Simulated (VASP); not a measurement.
# Cd (Fm-3m) in VASP: single point with LDA

Aim: the single point of Cd with LDA.

Program: VASP 6.6.1. These are calculated values, not measurements. Logs are shortened: lines on timing, memory, paths and dates and some standing lists are left out, and cuts for length are marked.

**1. The cell of the first run**

It takes space group Fm-3m (No. 225, cubic). Conventional cell: a = 4.309 Å, b = 4.309 Å, c = 4.309 Å, α = 90.00°, β = 90.00°, γ = 90.00°. Within 4.0 Å of Cd (site symmetry m-3m) lie 12 Cd at 3.05 Å.

**2. Single point, LDA**

INCAR

```
ALGO = Normal
EDIFF = 1E-6
ENCUT = 520
ISIF = 2
ISMEAR = -1
LASPH = T
LCHARG = T
LELF = T
LREAL = F
LVHAR = T
LWAVE = F
NBANDS = 12
NELM = 60
PREC = Accurate
SIGMA = 0.13605693000000002
```

KPOINTS

```
k-points
0
Gamma
  13 13 13
```

POSCAR

```
Cd
1.0
    0.0000000000      2.1546501120      2.1546501120
    2.1546501120      0.0000000000      2.1546501120
    2.1546501120      2.1546501120      0.0000000000
Cd
1
Direct
    0.0000000000      0.0000000000      0.0000000000
```

Potentials or basis: VASP PAW LDA potentials, release 64 (Cd).

Run with:

```console
> cat potpaw_LDA.64/Cd/POTCAR > POTCAR
> mpirun -np 1 vasp_std > vasp.out
```

OUTCAR:

```text
EDIFF = 1E-6
   ENCUT = 520
   ISIF = 2
   ISMEAR = -1
   LASPH = T
   LREAL = F
   NELM = 60
   PREC = Accurate

 ion  position               nearest neighbor table
   1  0.000  0.000  0.000-

  LATTYP: Found a face centered cubic cell.
 ALAT       =     4.3093002240

  Lattice vectors:

 A1 = (   0.0000000000,   2.1546501120,   2.1546501120)
 A2 = (   2.1546501120,   0.0000000000,   2.1546501120)
 A3 = (   2.1546501120,   2.1546501120,   0.0000000000)

Analysis of symmetry for initial positions (statically):
=====================================================================
 Subroutine PRICEL returns:
 Original cell was already a primitive cell.

 Routine SETGRP: Setting up the symmetry group for a
 face centered cubic supercell.

 Subroutine GETGRP returns: Found 48 space group operations
 (whereof 48 operations were pure point group operations)
 out of a pool of 48 trial point group operations.

The static configuration has the point symmetry O_h .

Analysis of symmetry for dynamics (positions and initial velocities):
=====================================================================
 Subroutine PRICEL returns:
 Original cell was already a primitive cell.

 Routine SETGRP: Setting up the symmetry group for a
 face centered cubic supercell.

 Subroutine GETGRP returns: Found 48 space group operations
 (whereof 48 operations were pure point group operations)
 out of a pool of 48 trial point group operations.

The dynamic configuration has the point symmetry O_h .

 Subroutine INISYM returns: Found 48 space group operations
 (whereof 48 operations are pure point group operations),
 and found     1 'primitive' translations

----------------------------------------------------------------------------------------

                                     Primitive cell

  volume of cell :      20.0060

  direct lattice vectors                    reciprocal lattice vectors
     0.000000000  2.154650112  2.154650112    -0.232056238  0.232056238  0.232056238
     2.154650112  0.000000000  2.154650112     0.232056238 -0.232056238  0.232056238
     2.154650112  2.154650112  0.000000000     0.232056238  0.232056238 -0.232056238

  length of vectors
     3.047135411  3.047135411  3.047135411     0.401933195  0.401933195  0.401933195

  position of ions in fractional coordinates (direct lattice)
     0.000000000  0.000000000  0.000000000

  ion indices of the primitive-cell ions
   primitive index   ion index
                 1           1

----------------------------------------------------------------------------------------

 KPOINTS: k-points

Automatic generation of k-mesh.
 Grid dimensions read from file:
 generate k-points for:   13   13   13

 Generating k-lattice:

  Cartesian coordinates                     Fractional coordinates (reciprocal lattice)
    -0.017850480  0.017850480  0.017850480     0.076923077  0.000000000  0.000000000
     0.017850480 -0.017850480  0.017850480     0.000000000  0.076923077  0.000000000
     0.017850480  0.017850480 -0.017850480     0.000000000  0.000000000  0.076923077

  Length of vectors
     0.030917938  0.030917938  0.030917938

  Shift w.r.t. Gamma in fractional coordinates (k-lattice)
     0.000000000  0.000000000  0.000000000

 Subroutine IBZKPT returns following result:
 ===========================================

 Found     84 irreducible k-points:

 Following reciprocal coordinates:
            Coordinates               Weight
  0.000000  0.000000  0.000000      1.000000
  0.076923  0.000000  0.000000      8.000000
  0.153846  0.000000  0.000000      8.000000
  0.230769  0.000000  0.000000      8.000000
  0.307692  0.000000  0.000000      8.000000
  0.384615  0.000000  0.000000      8.000000
[... 16 lines left out ...]
  0.384615  0.153846  0.000000     24.000000
  0.461538  0.153846  0.000000     24.000000
 [... further k-points ...]
   k-points           NKPTS =     84   k-points in BZ     NKDIM =     84   number of bands    NBANDS=     12
   number of dos      NEDOS =    301   number of ions     NIONS =      1
   total plane-waves  NPLWV =  13824
   dimension x,y,z NGX =    24 NGY =   24 NGZ =   24
   dimension x,y,z NGXF=    48 NGYF=   48 NGZF=   48
   ions per type =               1
   NGX,Y,Z   is equivalent  to a cutoff of  13.09, 13.09, 13.09 a.u.
   NGXF,Y,Z  is equivalent  to a cutoff of  26.19, 26.19, 26.19 a.u.
 SYSTEM =  unknown system
   PREC   = accura    normal or accurate (medium, high low for compatibility)
   ISTART =      0    job   : 0-new  1-cont  2-samecut
   ICHARG =      2    charge: 1-file 2-atom 10-const
   ISPIN  =      1    spin polarized calculation?
   LNONCOLLINEAR =      F non collinear calculations
   LSORBIT =      F    spin-orbit coupling
   LASPH  =      T    aspherical Exc in radial PAW
   ENCUT  =  520.0 eV  38.22 Ry    6.18 a.u.   5.67  5.67  5.67*2*pi/ulx,y,z
   NELM   =     60;   NELMIN=  2; NELMDL= -5     # of ELM steps
   EDIFF  = 0.1E-05   stopping-criterion for ELM
   LREAL  =      F    real-space projection
   EDIFFG = 0.1E-04   stopping-criterion for IOM
   NSW    =      0    number of steps for IOM
   IBRION =     -1    ionic relax: 0-MD 1-quasi-New 2-CG
   NFREE  =      0    steps in history (QN), initial steepest desc. (CG)
   ISIF   =      2    stress and relaxation
   ISYM   =      2    0-nonsym 1-usesym 2-fastsym
   POTIM  = 0.5000    time-step for ionic-motion
   TEBEG  =    0.0;   TEEND  =   0.0 temperature during run
   PSTRESS=    0.0 pullay stress
   NELECT =      12.0000    total number of electrons
   NUPDOWN=      -1.0000    fix difference up-down
   EMIN   =  10.00;   EMAX   =-10.00  energy-range for DOS
   EFERMI =   0.00;   METHOD = LEGACY
   ISMEAR =    -1;   SIGMA  =   0.14  broadening in eV -4-tet -1-fermi 0-gaus
   EFERMI_NEDOS =   21; number of points for ismear=-14 and -15
   IALGO  =     38    algorithm
   IMIX   =      4    mixing-type and parameters
     AMIX     =   0.40;   BMIX     =  1.00
     AMIX_MAG =   1.60;   BMIX_MAG =  1.00
  volume/ion in A,a.u.               =      20.01       135.01
  Fermi-wavevector in a.u.,A,eV,Ry     =   1.380644  2.609040 25.935138  1.906179
  Thomas-Fermi vector in A             =   2.505502
   LORBIT       =      0    0 simple, 1 ext, 2 COOP (PROOUT), +10 PAW based schemes
   GGA     = CA    functional components
   LHFCALC =     F    Hartree Fock is set to
   AEXX    =    0.0000 exact exchange contribution
   IVDW    =     0    specifies the selected vdW correction
   LEPSILON=     F    determine dielectric tensor
   LRPA    =     F    only Hartree local field effects (RPA)
 non-spin polarized calculation
  energy-cutoff  :      520.00
  volume of cell :       20.01
 maximum number of plane-waves:       550
   NGX = 11   NGY = 11   NGZ = 11

 number of electron      11.9999995 magnetization

 Free energy of the ion-electron system (eV)
  ---------------------------------------------------
  ext. energy  EPLUGINS =         0.00000000
  ---------------------------------------------------
  free energy    TOTEN  =        -1.51309386 eV

  energy without entropy =       -1.49268092  energy(sigma->0) =       -1.50288739

 E-fermi :   3.2525     XC(G=0): -11.7937

 val. band max:        3.2372692594   @ k =  -0.3846   0.3077   0.0000
 cond. band min:       3.2826924311   @ k =  -0.3077   0.3846   0.0769
 fundamental gap:      0.0454231716
 Fermi energy:         3.2525160266

 k-point     1 :       0.0000    0.0000    0.0000
  band No.  band energies     occupation
      1      -6.2361      2.00000
      2      -6.0770      2.00000
      3      -6.0770      2.00000
      4      -6.0770      2.00000
      5      -5.5201      2.00000
      6      -5.5201      2.00000
      7      17.5396      0.00000
      8      18.9923      0.00000
      9      18.9923      0.00000
     10      18.9923      0.00000
     11      22.6451      0.00000
     12      22.6451      0.00000

 k-point     2 :       0.0769    0.0000    0.0000
  band No.  band energies     occupation
      1      -6.1511      2.00000
      2      -6.0475      2.00000
      3      -6.0475      2.00000
      4      -6.0166      2.00000
      5      -5.5274      2.00000
      6      -5.5274      2.00000
      7      16.6447      0.00000
      8      17.9720      0.00000
      9      18.7707      0.00000
     10      18.7707      0.00000
     11      23.0165      0.00000
     12      23.0233      0.00000

 k-point     3 :       0.1538    0.0000    0.0000
  band No.  band energies     occupation
      1      -6.2391      2.00000
      2      -5.9835      2.00000
      3      -5.9835      2.00000
      4      -5.5275      2.00000
      5      -5.5275      2.00000
      6      -5.4847      2.00000
      7      13.7110      0.00000
      8      17.8722      0.00000
      9      18.2815      0.00000
     10      18.2815      0.00000
     11      22.5201      0.00000
     12      23.5560      0.00000
[... 286 lines left out ...]
 k-point    23 :       0.3846    0.1538    0.0000
  band No.  band energies     occupation
      1      -6.4896      2.00000
      2      -6.0515      2.00000
      3      -5.7995      2.00000
      4      -5.6724      2.00000
      5      -5.1275      2.00000
      6      -2.1461      2.00000
      7       7.2749      0.00000
      8      14.0002      0.00000
      9      14.4754      0.00000
     10      16.0278      0.00000
     11      22.4061      0.00000
     12      24.0243      0.00000

 k-point    24 :       0.4615    0.1538    0.0000
  band No.  band energies     occupation
      1      -6.5412      2.00000
      2      -6.1147      2.00000
      3      -5.8491      2.00000
      4      -5.5264      2.00000
      5      -5.0569      2.00000
      6      -0.4679      2.00000
      7       4.6774      0.00006
      8      13.2824      0.00000
      9      14.0961      0.00000
     10      15.9952      0.00000
     11      23.5552      0.00000
     12      23.6258      0.00000

 [... further k-points ...]
[... 5 lines left out ...]
  --------------------------------------------------------------------------------------
  -------------------------------------------------------------------------------------
  Total        0.0549112      0.0549112      0.0549112      0.0000000     -0.0000000      0.0000000
  in kB        4.3975536      4.3975536      4.3975536      0.0000000     -0.0000000      0.0000000
  external PRESSURE =       4.3975536 kB  Pullay stress =       0.0000000 kB

 VOLUME and BASIS-vectors are now :
 -----------------------------------------------------------------------------
  energy-cutoff  :      520.00
  volume of cell :       20.01
      direct lattice vectors                 reciprocal lattice vectors
     0.000000000  2.154650112  2.154650112    -0.232056238  0.232056238  0.232056238
     2.154650112  0.000000000  2.154650112     0.232056238 -0.232056238  0.232056238
     2.154650112  2.154650112  0.000000000     0.232056238  0.232056238 -0.232056238

 POSITION                                       TOTAL-FORCE (eV/Angst)
 -----------------------------------------------------------------------------------
      0.00000      0.00000      0.00000         0.000000      0.000000     -0.000000
 -----------------------------------------------------------------------------------
    total drift:                               -0.000000      0.000000      0.000000

  FREE ENERGIE OF THE ION-ELECTRON SYSTEM (eV)
  ---------------------------------------------------
  free  energy   TOTEN  =        -1.5130938630 eV

  energy  without entropy=       -1.4926809234  energy(sigma->0) =       -1.50288739
```

Run time: 13 s. Hardware: 1 thread of AMD EPYC 7R13 (Zen 3), shared host; peak memory 0.11 GiB.

What came out:

| Property | Result |
| --- | --- |
| Free energy | -1.5131 eV |
| Pressure | 0.4 GPa |
| Band gap on the k mesh | zero (band 6 reaches 4.30 eV, above the bottom of band 7 at 2.22 eV) |
